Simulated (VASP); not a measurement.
# CdSe (P2_1) in VASP: single point with PBE

Aim: the single point of CdSe with PBE.

Everything below comes from runs of VASP 6.6.1. Logs are shortened: lines on timing, memory, paths and dates and some standing lists are left out, and cuts for length are marked.

**1. The cell of the first run**

The structure is monoclinic, space group P2_1 (No. 4). The conventional cell has a = 4.224 Å, b = 7.015 Å, c = 4.299 Å, α = 90.00°, β = 118.27°, γ = 90.00°. Cd (site symmetry 1) has 4 Se at 2.59 to 2.67 Å within 3.4 Å. Within 3.4 Å of Se (site symmetry 1) lie 4 Cd at 2.59 to 2.67 Å.

**2. Single point, PBE (strain -0.0400 x Voigt [0, 0, 0, 0, 0, 1])**

Input file INCAR:

```
ALGO = Normal
EDIFF = 1E-6
ENCUT = 520
GGA = PE
ISIF = 2
ISMEAR = 0
LASPH = True
LCHARG = False
LREAL = False
LWAVE = False
NBANDS = 26
NELM = 100
PREC = Accurate
SIGMA = 0.05
```

Input file KPOINTS:

```
k-points
0
Gamma
  6 6 4
```

Input file POSCAR:

```
CdSe
1.0
    4.2984999142     -0.0859699983      0.0000000000
   -2.2237021596      3.7655951230      0.0000000000
    0.0000000000      0.0000000000      7.0152000000
Cd Se
2 2
Direct
    0.6666666667      0.3333333333      0.0000000000
    0.3333333333      0.6666666667      0.5000000000
    0.6666666667      0.3333333333      0.3750000000
    0.3333333333      0.6666666667      0.8750000000
```

Potentials or basis: VASP PAW PBE potentials, release 64 (Cd, Se).

Started as:

```bash
$ cat potpaw_PBE.64/Cd/POTCAR potpaw_PBE.64/Se/POTCAR > POTCAR
$ mpirun -np 1 vasp_std > vasp.out
```

OUTCAR:

```text
EDIFF = 1E-6
   ENCUT = 520
   GGA = PE
   ISIF = 2
   ISMEAR = 0
   LASPH = True
   LREAL = False
   NELM = 100
   PREC = Accurate

 ion  position               nearest neighbor table
   1  0.667  0.333  0.000-   4 2.59   3 2.63   4 2.63   4 2.67
   2  0.333  0.667  0.500-   3 2.59   4 2.63   3 2.63   3 2.67
   3  0.667  0.333  0.375-   2 2.59   1 2.63   2 2.63   2 2.67
   4  0.333  0.667  0.875-   1 2.59   2 2.63   1 2.63   1 2.67

  LATTYP: Found a simple monoclinic cell.
 ALAT       =     4.2242664193
 B/A-ratio  =     1.6606907102
 C/A-ratio  =     1.0177766034
 COS(beta)  =    -0.4736455830

  Lattice vectors:

 A1 = (   2.0747977546,   3.6796251247,   0.0000000000)
 A2 = (   0.0000000000,   0.0000000000,  -7.0152000000)
 A3 = (  -4.2984999142,   0.0859699983,   0.0000000000)

Analysis of symmetry for initial positions (statically):
=====================================================================
 Subroutine PRICEL returns:
 Original cell was already a primitive cell.

 Routine SETGRP: Setting up the symmetry group for a
 simple monoclinic supercell.

 Subroutine GETGRP returns: Found  2 space group operations
 (whereof  1 operations were pure point group operations)
 out of a pool of  4 trial point group operations.

The static configuration has the point symmetry C_1 .
 The point group associated with its full space group is C_2 .

Analysis of symmetry for dynamics (positions and initial velocities):
=====================================================================
 Subroutine PRICEL returns:
 Original cell was already a primitive cell.

 Routine SETGRP: Setting up the symmetry group for a
 simple monoclinic supercell.

 Subroutine GETGRP returns: Found  2 space group operations
 (whereof  1 operations were pure point group operations)
 out of a pool of  4 trial point group operations.

The dynamic configuration has the point symmetry C_1 .
 The point group associated with its full space group is C_2 .

 Subroutine INISYM returns: Found  2 space group operations
 (whereof  1 operations are pure point group operations),
 and found     1 'primitive' translations

----------------------------------------------------------------------------------------

                                     Primitive cell

  volume of cell :     112.2098

  direct lattice vectors                    reciprocal lattice vectors
     4.298499914 -0.085969998  0.000000000     0.235419753  0.139022756  0.000000000
    -2.223702160  3.765595123  0.000000000     0.005374724  0.268736216  0.000000000
     0.000000000  0.000000000  7.015200000     0.000000000  0.000000000  0.142547611

  length of vectors
     4.299359528  4.373163377  7.015200000     0.273404072  0.268789958  0.142547611

  position of ions in fractional coordinates (direct lattice)
     0.666666667  0.333333333  0.000000000
     0.333333333  0.666666667  0.500000000
     0.666666667  0.333333333  0.375000000
     0.333333333  0.666666667  0.875000000

  ion indices of the primitive-cell ions
   primitive index   ion index
                 1           1
                 2           2
                 3           3
                 4           4

----------------------------------------------------------------------------------------

 KPOINTS: k-points

Automatic generation of k-mesh.
 Grid dimensions read from file:
 generate k-points for:    6    6    4

 Generating k-lattice:

  Cartesian coordinates                     Fractional coordinates (reciprocal lattice)
     0.039236625  0.023170459  0.000000000     0.166666667 -0.000000000  0.000000000
     0.000895787  0.044789369  0.000000000     0.000000000  0.166666667  0.000000000
     0.000000000  0.000000000  0.035636903     0.000000000  0.000000000  0.250000000

  Length of vectors
     0.045567345  0.044798326  0.035636903

  Shift w.r.t. Gamma in fractional coordinates (k-lattice)
     0.000000000  0.000000000  0.000000000

 Subroutine IBZKPT returns following result:
 ===========================================

 Found     60 irreducible k-points:

 Following reciprocal coordinates:
            Coordinates               Weight
  0.000000  0.000000  0.000000      1.000000
  0.166667  0.000000  0.000000      2.000000
  0.333333  0.000000  0.000000      2.000000
  0.500000  0.000000  0.000000      1.000000
 -0.000000  0.166667  0.000000      2.000000
  0.166667  0.166667  0.000000      2.000000
[... 16 lines left out ...]
  0.333333  0.000000  0.250000      4.000000
  0.500000  0.000000  0.250000      2.000000
 [... further k-points ...]
   k-points           NKPTS =     60   k-points in BZ     NKDIM =     60   number of bands    NBANDS=     26
   number of dos      NEDOS =    301   number of ions     NIONS =      4
   total plane-waves  NPLWV =  62208
   dimension x,y,z NGX =    32 NGY =   36 NGZ =   54
   dimension x,y,z NGXF=    64 NGYF=   72 NGZF=  108
   ions per type =               2   2
   NGX,Y,Z   is equivalent  to a cutoff of  12.37, 13.69, 12.80 a.u.
   NGXF,Y,Z  is equivalent  to a cutoff of  24.75, 27.37, 25.59 a.u.
 SYSTEM =  unknown system
   PREC   = accura    normal or accurate (medium, high low for compatibility)
   ISTART =      0    job   : 0-new  1-cont  2-samecut
   ICHARG =      2    charge: 1-file 2-atom 10-const
   ISPIN  =      1    spin polarized calculation?
   LNONCOLLINEAR =      F non collinear calculations
   LSORBIT =      F    spin-orbit coupling
   LASPH  =      T    aspherical Exc in radial PAW
   ENCUT  =  520.0 eV  38.22 Ry    6.18 a.u.   7.99  8.13 13.04*2*pi/ulx,y,z
   NELM   =    100;   NELMIN=  2; NELMDL= -5     # of ELM steps
   EDIFF  = 0.1E-05   stopping-criterion for ELM
   LREAL  =      F    real-space projection
   EDIFFG = 0.1E-04   stopping-criterion for IOM
   NSW    =      0    number of steps for IOM
   IBRION =     -1    ionic relax: 0-MD 1-quasi-New 2-CG
   NFREE  =      0    steps in history (QN), initial steepest desc. (CG)
   ISIF   =      2    stress and relaxation
   ISYM   =      2    0-nonsym 1-usesym 2-fastsym
   POTIM  = 0.5000    time-step for ionic-motion
   TEBEG  =    0.0;   TEEND  =   0.0 temperature during run
   PSTRESS=    0.0 pullay stress
   NELECT =      36.0000    total number of electrons
   NUPDOWN=      -1.0000    fix difference up-down
   EMIN   =  10.00;   EMAX   =-10.00  energy-range for DOS
   EFERMI =   0.00;   METHOD = LEGACY
   ISMEAR =     0;   SIGMA  =   0.05  broadening in eV -4-tet -1-fermi 0-gaus
   EFERMI_NEDOS =   21; number of points for ismear=-14 and -15
   IALGO  =     38    algorithm
   IMIX   =      4    mixing-type and parameters
     AMIX     =   0.40;   BMIX     =  1.00
     AMIX_MAG =   1.60;   BMIX_MAG =  1.00
  volume/ion in A,a.u.               =      28.05       189.31
  Fermi-wavevector in a.u.,A,eV,Ry     =   1.120724  2.117862 17.089226  1.256023
  Thomas-Fermi vector in A             =   2.257373
   LORBIT       =      0    0 simple, 1 ext, 2 COOP (PROOUT), +10 PAW based schemes
   GGA     = PE    functional components
   LHFCALC =     F    Hartree Fock is set to
   AEXX    =    0.0000 exact exchange contribution
   IVDW    =     0    specifies the selected vdW correction
   LEPSILON=     F    determine dielectric tensor
   LRPA    =     F    only Hartree local field effects (RPA)
 non-spin polarized calculation
 Gauss-broadening in eV      SIGMA  =   0.05
  energy-cutoff  :      520.00
  volume of cell :      112.21
 maximum number of plane-waves:      3036
   NGX = 15   NGY = 17   NGZ = 27

 number of electron      35.9999999 magnetization

 Free energy of the ion-electron system (eV)
  ---------------------------------------------------
  ext. energy  EPLUGINS =         0.00000000
  ---------------------------------------------------
  free energy    TOTEN  =       -10.89732514 eV

  energy without entropy =      -10.89732514  energy(sigma->0) =      -10.89732514

 E-fermi :   1.2928     XC(G=0):  -8.8916

 val. band max:        1.0313000751   @ k =   0.0000   0.0000   0.0000
 cond. band min:       1.6342902867   @ k =   0.0000   0.0000   0.0000
 fundamental gap:      0.6029902117
 Fermi energy:         1.2927554195

 k-point     1 :       0.0000    0.0000    0.0000
  band No.  band energies     occupation
      1     -11.6485      2.00000
      2     -11.2679      2.00000
      3      -6.9793      2.00000
      4      -6.9728      2.00000
      5      -6.9532      2.00000
      6      -6.8971      2.00000
[... 18 lines left out ...]
     25       8.2053      0.00000
     26       8.6948      0.00000

 k-point     2 :       0.1667    0.0000    0.0000
  band No.  band energies     occupation
      1     -11.5610      2.00000
      2     -11.2285      2.00000
      3      -6.9444      2.00000
      4      -6.9246      2.00000
      5      -6.9071      2.00000
      6      -6.8645      2.00000
[... 18 lines left out ...]
     25       8.2749      0.00000
     26       8.5075      0.00000

 k-point     3 :       0.3333    0.0000    0.0000
  band No.  band energies     occupation
      1     -11.3706      2.00000
      2     -11.1625      2.00000
      3      -6.8864      2.00000
      4      -6.8750      2.00000
      5      -6.8040      2.00000
      6      -6.7530      2.00000
[... 18 lines left out ...]
     25       8.8487      0.00000
     26       9.3455      0.00000

 k-point     4 :       0.5000    0.0000    0.0000
  band No.  band energies     occupation
      1     -11.2546      2.00000
      2     -11.1493      2.00000
      3      -6.8696      2.00000
      4      -6.8612      2.00000
      5      -6.7412      2.00000
      6      -6.7311      2.00000
[... 18 lines left out ...]
     25       8.9831      0.00000
     26      10.7755      0.00000
[... 496 lines left out ...]
      1     -11.5112      2.00000
      2     -11.2755      2.00000
      3      -6.9324      2.00000
      4      -6.9124      2.00000
      5      -6.8836      2.00000
      6      -6.8713      2.00000
[... 18 lines left out ...]
     25       8.2023      0.00000
     26       8.3450      0.00000

 k-point    23 :       0.3333    0.0000    0.2500
  band No.  band energies     occupation
      1     -11.3374      2.00000
      2     -11.1898      2.00000
      3      -6.8837      2.00000
      4      -6.8571      2.00000
      5      -6.8214      2.00000
      6      -6.7696      2.00000
[... 18 lines left out ...]
     25       8.5386      0.00000
     26       9.4718      0.00000

 k-point    24 :       0.5000    0.0000    0.2500
  band No.  band energies     occupation
      1     -11.2357      2.00000
      2     -11.1610      2.00000
      3      -6.8720      2.00000
      4      -6.8386      2.00000
      5      -6.7922      2.00000
      6      -6.7305      2.00000
[... 18 lines left out ...]
     25       9.2855      0.00000
     26      10.1755      0.00000

 [... further k-points ...]

------------------------ aborting loop because EDIFF is reached ----------------------------------------

  FORCE on cell =-STRESS in cart. coord.  units (eV):
  Direction    XX          YY          ZZ          XY          YZ          ZX
  --------------------------------------------------------------------------------------
  -------------------------------------------------------------------------------------
  Total        2.3870907      2.3377278      2.4256758      1.0131622      0.0000000      0.0000000
  in kB       34.0838556     33.3790329     34.6347900     14.4663439      0.0000000      0.0000000
  external PRESSURE =      34.0325595 kB  Pullay stress =       0.0000000 kB

 VOLUME and BASIS-vectors are now :
 -----------------------------------------------------------------------------
  energy-cutoff  :      520.00
  volume of cell :      112.21
      direct lattice vectors                 reciprocal lattice vectors
     4.298499914 -0.085969998  0.000000000     0.235419753  0.139022756  0.000000000
    -2.223702160  3.765595123  0.000000000     0.005374724  0.268736216  0.000000000
     0.000000000  0.000000000  7.015200000     0.000000000  0.000000000  0.142547611

 POSITION                                       TOTAL-FORCE (eV/Angst)
 -----------------------------------------------------------------------------------
      2.12443      1.19789      0.00000        -0.237657     -0.014198     -0.005821
     -0.04963      2.48174      3.50760         0.237657      0.014198     -0.005821
      2.12443      1.19789      2.63070        -0.288877     -0.014132      0.005821
     -0.04963      2.48174      6.13830         0.288877      0.014132      0.005821
 -----------------------------------------------------------------------------------
    total drift:                               -0.000000     -0.000000      0.000051

  FREE ENERGIE OF THE ION-ELECTRON SYSTEM (eV)
  ---------------------------------------------------
  free  energy   TOTEN  =       -10.8973251374 eV

  energy  without entropy=      -10.8973251374  energy(sigma->0) =      -10.89732514
```

It took 82 s on 1 thread of AMD EPYC 9R45 (Zen 5), shared host; peak memory 0.3 GiB.

Results:

```
Free energy            : -10.8973 eV
Pressure               : 3.4 GPa
Largest force          : 0.289 eV/Å
Band gap on the k mesh : 0.60 eV
```

Forces on the atoms (eV/Å):
```
Cd  -0.238 -0.014 -0.006
Cd   0.238  0.014 -0.006
Se  -0.289 -0.014  0.006
Se   0.289  0.014  0.006
```

Caveat: the cell differs from its parent crystal (strain -0.0400 x Voigt [0, 0, 0, 0, 0, 1]); the cell stands under pressure.
